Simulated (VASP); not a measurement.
# H3CCl in VASP: single point with PBE+D3(BJ)

Aim: the single point of H3CCl with PBE+D3(BJ).

All numbers are computed with VASP 6.6.1; they aren't measurements. Logs are shortened: lines on timing, memory, paths and dates and some standing lists are left out, and cuts for length are marked.

## Step 1: The cell of the first run

The cell holds a disordered packing, 40 atoms: a = 8.382 Å, b = 8.382 Å, c = 8.382 Å, α = 90.00°, β = 90.00°, γ = 90.00°.

## Step 2: Single point, PBE+D3(BJ)

INCAR

```
PREC = Accurate
ENCUT = 1000
EDIFF = 1E-6
ISMEAR = -1
SIGMA = 0.02
LREAL = Auto
LASPH = T
NELM = 120
ALGO = Normal
ISIF = 2
LWAVE = F
LCHARG = T
GGA = PE
IVDW = 12
LELF = T
LVHAR = T
NBANDS = 82
GGA_COMPAT = F
```

KPOINTS

```
Automatic mesh
0
Gamma
  1 1 1
```

POSCAR

```
H3CCl
1.0
    8.3815160000      0.0000000000      0.0000000000
    0.0000000000      8.3815160000      0.0000000000
    0.0000000000      0.0000000000      8.3815160000
C Cl H
8 8 24
Direct
    0.3399252333      0.9388802373      0.1481182228
    0.6576464975      0.3417142931      0.4414356752
    0.1185529975      0.8433074979      0.5974045901
    0.7924267809      0.8907531850      0.0874251836
    0.0023578928      0.3554368579      0.9935409133
    0.5465156917      0.9527135887      0.7545310897
    0.0847219743      0.3706793755      0.4057487504
    0.3949376236      0.3682724705      0.1152061371
    0.4327925259      0.8019305401      0.2830621448
    0.4677131631      0.3788062576      0.5320477720
    0.1077573764      0.9575329797      0.7772077595
    0.9094130795      0.8424807631      0.2587109085
   -0.1831619721      0.4606323874      0.9843945048
    0.6197555242      1.1314271691      0.8475773891
    0.0617472765      0.3983542284      0.6151330766
    0.3954066514      0.4985774259     -0.0554245959
    0.2351661421      0.9904225166      0.2076186585
    0.4262846214      1.0316035582      0.1159049966
    0.3029099333      0.8753426035      0.0402102565
    0.7480744772      0.4120730656      0.5050875197
    0.6837332212      0.2135602359      0.4508423045
    0.6510052943      0.3786633696      0.3160136696
    0.1511112839      0.9238232956      0.4999654703
    0.2080156667      0.7490557537      0.6114051219
    0.0005338301      0.7913131565      0.5772004194
    0.8677105277      0.9503947878     -0.0009882899
    0.7422364477      0.7804002953      0.0387078238
    0.6967628784      0.9698719894      0.1257804841
    0.0105897242      0.2912584297      1.1073237323
    0.0101257364      0.2710429073      0.8937258458
    0.1000844186      0.4423026944      0.9825017116
    0.4187378169      0.9416886099      0.7802003928
    0.5660531766      0.9692805001      0.6265332394
    0.6118794534      0.8483494800      0.7986447375
    0.0846784895      0.4881281169      0.3480549067
    0.1994988764      0.3106681361      0.3878413913
   -0.0145742546      0.2969022436      0.3643623252
    0.3015665725      0.2765970857      0.1038611330
    0.5121787695      0.3103266612      0.1153687839
    0.3767100801      0.4385637500      0.2236626440
```

Potentials or basis: VASP PAW PBE potentials, release 64 (C_h, Cl, H_h).

On the command line:

```sh
> cat potpaw_PBE.64/C_h/POTCAR potpaw_PBE.64/Cl/POTCAR potpaw_PBE.64/H_h/POTCAR > POTCAR
> mpirun -np 1 vasp_gam > vasp.out
```

OUTCAR:

```text
PREC = Accurate
   ENCUT = 1000
   EDIFF = 1E-6
   ISMEAR = -1
   LREAL = Auto
   LASPH = T
   NELM = 120
   ISIF = 2
   GGA = PE
   IVDW = 12
 IVDW          = 12

 ion  position               nearest neighbor table
   1  0.340  0.939  0.148-  19 1.09  18 1.10  17 1.10   9 1.79
   2  0.658  0.342  0.441-  22 1.10  20 1.10  21 1.10  10 1.79
   3  0.119  0.843  0.597-  23 1.09  25 1.09  24 1.10  11 1.79
   4  0.792  0.891  0.087-  28 1.09  26 1.09  27 1.10  12 1.78
   5  0.002  0.355  0.994-  29 1.10  30 1.10  31 1.10  13 1.79
   6  0.547  0.953  0.755-  33 1.09  32 1.10  34 1.10  14 1.80
   7  0.085  0.371  0.406-  37 1.09  36 1.10  35 1.10  15 1.78
   8  0.395  0.368  0.115-  40 1.09  39 1.10  38 1.10  16 1.80
   9  0.433  0.802  0.283-   1 1.79
  10  0.468  0.379  0.532-   2 1.79
  11  0.108  0.958  0.777-   3 1.79
  12  0.909  0.842  0.259-   4 1.78
  13  0.817  0.461  0.984-   5 1.79
  14  0.620  0.131  0.848-   6 1.80
[... 24 lines left out ...]
  39  0.512  0.310  0.115-   8 1.10
  40  0.377  0.439  0.224-   8 1.09

  LATTYP: Found a simple cubic cell.
 ALAT       =     8.3815160000

  Lattice vectors:

 A1 = (   8.3815160000,   0.0000000000,   0.0000000000)
 A2 = (   0.0000000000,   8.3815160000,   0.0000000000)
 A3 = (   0.0000000000,   0.0000000000,   8.3815160000)

Analysis of symmetry for initial positions (statically):
=====================================================================
 Subroutine PRICEL returns:
 Original cell was already a primitive cell.

 Routine SETGRP: Setting up the symmetry group for a
 simple cubic supercell.

 Subroutine GETGRP returns: Found  1 space group operations
 (whereof  1 operations were pure point group operations)
 out of a pool of 48 trial point group operations.

The static configuration has the point symmetry C_1 .

Analysis of symmetry for dynamics (positions and initial velocities):
=====================================================================
 Subroutine PRICEL returns:
 Original cell was already a primitive cell.

 Routine SETGRP: Setting up the symmetry group for a
 simple cubic supercell.

 Subroutine GETGRP returns: Found  1 space group operations
 (whereof  1 operations were pure point group operations)
 out of a pool of 48 trial point group operations.

The dynamic configuration has the point symmetry C_1 .

 Subroutine INISYM returns: Found  1 space group operations
 (whereof  1 operations are pure point group operations),
 and found     1 'primitive' translations

----------------------------------------------------------------------------------------

                                     Primitive cell

  volume of cell :     588.7999

  direct lattice vectors                    reciprocal lattice vectors
     8.381516000  0.000000000  0.000000000     0.119310158  0.000000000  0.000000000
     0.000000000  8.381516000  0.000000000     0.000000000  0.119310158  0.000000000
     0.000000000  0.000000000  8.381516000     0.000000000  0.000000000  0.119310158

  length of vectors
     8.381516000  8.381516000  8.381516000     0.119310158  0.119310158  0.119310158

  position of ions in fractional coordinates (direct lattice)
     0.339925233  0.938880237  0.148118223
     0.657646497  0.341714293  0.441435675
     0.118552997  0.843307498  0.597404590
     0.792426781  0.890753185  0.087425184
     0.002357893  0.355436858  0.993540913
     0.546515692  0.952713589  0.754531090
[... 32 lines left out ...]
     0.512178769  0.310326661  0.115368784
     0.376710080  0.438563750  0.223662644

  ion indices of the primitive-cell ions
   primitive index   ion index
                 1           1
                 2           2
                 3           3
                 4           4
                 5           5
                 6           6
[... 32 lines left out ...]
                39          39
                40          40

----------------------------------------------------------------------------------------

 KPOINTS: Automatic mesh

Automatic generation of k-mesh.
 Grid dimensions read from file:
 generate k-points for:    1    1    1

 Generating k-lattice:

  Cartesian coordinates                     Fractional coordinates (reciprocal lattice)
     0.119310158  0.000000000  0.000000000     1.000000000  0.000000000  0.000000000
     0.000000000  0.119310158  0.000000000     0.000000000  1.000000000  0.000000000
     0.000000000  0.000000000  0.119310158     0.000000000  0.000000000  1.000000000

  Length of vectors
     0.119310158  0.119310158  0.119310158

  Shift w.r.t. Gamma in fractional coordinates (k-lattice)
     0.000000000  0.000000000  0.000000000

 Subroutine IBZKPT returns following result:
 ===========================================

 Found      1 irreducible k-points:

 Following reciprocal coordinates:
            Coordinates               Weight
  0.000000  0.000000  0.000000      1.000000
   k-points           NKPTS =      1   k-points in BZ     NKDIM =      1   number of bands    NBANDS=     82
   number of dos      NEDOS =    301   number of ions     NIONS =     40
   total plane-waves  NPLWV = 729000
   dimension x,y,z NGX =    90 NGY =   90 NGZ =   90
   dimension x,y,z NGXF=   180 NGYF=  180 NGZF=  180
   ions per type =               8   8  24
   NGX,Y,Z   is equivalent  to a cutoff of  17.85, 17.85, 17.85 a.u.
   NGXF,Y,Z  is equivalent  to a cutoff of  35.70, 35.70, 35.70 a.u.
 SYSTEM =  unknown system
   PREC   = accura    normal or accurate (medium, high low for compatibility)
   ISTART =      0    job   : 0-new  1-cont  2-samecut
   ICHARG =      2    charge: 1-file 2-atom 10-const
   ISPIN  =      1    spin polarized calculation?
   LNONCOLLINEAR =      F non collinear calculations
   LSORBIT =      F    spin-orbit coupling
   LASPH  =      T    aspherical Exc in radial PAW
   ENCUT  = 1000.0 eV  73.50 Ry    8.57 a.u.  21.61 21.61 21.61*2*pi/ulx,y,z
   NELM   =    120;   NELMIN=  2; NELMDL= -5     # of ELM steps
   EDIFF  = 0.1E-05   stopping-criterion for ELM
   LREAL  =      T    real-space projection
   EDIFFG = 0.1E-04   stopping-criterion for IOM
   NSW    =      0    number of steps for IOM
[... 5 lines left out ...]
   TEBEG  =    0.0;   TEEND  =   0.0 temperature during run
   PSTRESS=    0.0 pullay stress
   NELECT =     112.0000    total number of electrons
   NUPDOWN=      -1.0000    fix difference up-down
   EMIN   =  10.00;   EMAX   =-10.00  energy-range for DOS
   EFERMI =   0.00;   METHOD = LEGACY
   ISMEAR =    -1;   SIGMA  =   0.02  broadening in eV -4-tet -1-fermi 0-gaus
   EFERMI_NEDOS =   21; number of points for ismear=-14 and -15
   IALGO  =     38    algorithm
   IMIX   =      4    mixing-type and parameters
     AMIX     =   0.40;   BMIX     =  1.00
     AMIX_MAG =   1.60;   BMIX_MAG =  1.00
  volume/ion in A,a.u.               =      14.72        99.34
  Fermi-wavevector in a.u.,A,eV,Ry     =   0.941510  1.779196 12.060763  0.886441
  Thomas-Fermi vector in A             =   2.069028
   LORBIT       =      0    0 simple, 1 ext, 2 COOP (PROOUT), +10 PAW based schemes
   GGA     = PE    functional components
   LHFCALC =     F    Hartree Fock is set to
   AEXX    =    0.0000 exact exchange contribution
   IVDW    =    12    specifies the selected vdW correction
   LEPSILON=     F    determine dielectric tensor
   LRPA    =     F    only Hartree local field effects (RPA)
 non-spin polarized calculation
  energy-cutoff  :     1000.00
  volume of cell :      588.80
 maximum number of plane-waves:     21190
 NGX is ok and might be reduce to    90
   NGX = 43   NGY = 43   NGZ = 43

 number of electron     112.0000000 magnetization

 Free energy of the ion-electron system (eV)
  ---------------------------------------------------
  ext. energy  EPLUGINS =         0.00000000
  ---------------------------------------------------
  free energy    TOTEN  =      -179.65071555 eV

  energy without entropy =     -179.65071555  energy(sigma->0) =     -179.65071555

 E-fermi :  -1.9548     XC(G=0):  -6.7081

 val. band max:       -2.5073763768   @ k =   0.0000   0.0000   0.0000
 cond. band min:       2.9411214040   @ k =   0.0000   0.0000   0.0000
 fundamental gap:      5.4484977808
 Fermi energy:        -1.9548182270

 k-point     1 :       0.0000    0.0000    0.0000
  band No.  band energies     occupation
      1     -17.3621      2.00000
      2     -17.2871      2.00000
      3     -17.2253      2.00000
      4     -17.1513      2.00000
      5     -17.1102      2.00000
      6     -17.0842      2.00000
[... 60 lines left out ...]
     67       4.9323      0.00000
     68       5.0336      0.00000
 [bands above 68 left out]

------------------------ aborting loop because EDIFF is reached ----------------------------------------

 Edisp (eV)   -2.18689

 E8    (eV) :    -0.5787

  FORCE on cell =-STRESS in cart. coord.  units (eV):
  Direction    XX          YY          ZZ          XY          YZ          ZX
  --------------------------------------------------------------------------------------
  -------------------------------------------------------------------------------------
  Total      -0.21252    -2.36723     0.56881    -0.46155     0.49085     0.96901
  in kB      -0.57830    -6.44146     1.54779    -1.25593     1.33565     2.63677
  external pressure =       -1.82 kB  Pullay stress =        0.00 kB

 VOLUME and BASIS-vectors are now :
 -----------------------------------------------------------------------------
  energy-cutoff  :     1000.00
  volume of cell :      588.80
      direct lattice vectors                 reciprocal lattice vectors
     8.381516000  0.000000000  0.000000000     0.119310158  0.000000000  0.000000000
     0.000000000  8.381516000  0.000000000     0.000000000  0.119310158  0.000000000
     0.000000000  0.000000000  8.381516000     0.000000000  0.000000000  0.119310158

 POSITION                                       TOTAL-FORCE (eV/Angst)
 -----------------------------------------------------------------------------------
      2.84909      7.86924      1.24146        -0.017490      0.016015      0.027251
      5.51207      2.86408      3.69990         0.057632      0.048447     -0.061711
      0.99365      7.06820      5.00716        -0.024575     -0.023599      0.002245
      6.64174      7.46586      0.73276        -0.018995     -0.050763     -0.004396
      0.01976      2.97910      8.32738         0.200622      0.102850     -0.053388
      4.58063      7.98518      6.32411         0.005860      0.175907     -0.077083
[... 32 lines left out ...]
      4.29283      2.60101      0.96697        -0.096295      0.028543      0.059764
      3.15740      3.67583      1.87463         0.047959      0.091587     -0.071453
 -----------------------------------------------------------------------------------
    total drift:                               -0.000544      0.014815     -0.011639

  FREE ENERGIE OF THE ION-ELECTRON SYSTEM (eV)
  ---------------------------------------------------
  free  energy   TOTEN  =      -181.8376099831 eV

  energy  without entropy=     -181.8376099831  energy(sigma->0) =     -181.83760998
```

It took 2.7 min on 1 thread of Intel Xeon 6975P-C (Granite Rapids), shared host; peak memory 1.2 GiB.

What came out:

```yaml
Free_energy: -181.8376 eV
Pressure: -0.2 GPa
Largest_force: 0.359 eV/Å
Band_gap_on_the_k_mesh: 5.45 eV
Dispersion_energy_per_atom: -0.055 eV
```

Forces on the atoms (eV/Å):
```
C   -0.017  0.016  0.027
C    0.058  0.048 -0.062
C   -0.025 -0.024  0.002
C   -0.019 -0.051 -0.004
C    0.201  0.103 -0.053
C    0.006  0.176 -0.077
C    0.067 -0.020 -0.049
C    0.186 -0.007 -0.229
Cl  -0.076  0.055 -0.037
Cl   0.098  0.045 -0.039
Cl   0.016  0.014 -0.002
Cl   0.049 -0.015 -0.036
Cl   0.042 -0.132  0.038
Cl  -0.058 -0.202 -0.150
Cl  -0.060  0.067  0.071
Cl  -0.116 -0.204  0.272
H    0.064 -0.068 -0.059
H   -0.017 -0.056  0.076
H   -0.011 -0.119  0.103
H   -0.096 -0.111  0.013
H   -0.012  0.142  0.020
H    0.081 -0.041  0.152
H   -0.002 -0.052  0.064
H   -0.050  0.065  0.036
H    0.055 -0.020 -0.020
H    0.018 -0.078  0.074
H    0.108  0.021  0.080
H   -0.001  0.034  0.060
H   -0.103  0.062 -0.046
H   -0.167  0.023  0.057
H   -0.161 -0.023  0.066
H    0.130  0.056 -0.025
H   -0.074 -0.186 -0.030
H    0.007  0.143 -0.013
H   -0.050 -0.106 -0.028
H   -0.119  0.020 -0.049
H   -0.020  0.018 -0.025
H    0.118  0.285 -0.166
H   -0.096  0.029  0.060
H    0.048  0.092 -0.071
```

Caveat: the k points lie up to 0.75 Å⁻¹ apart.
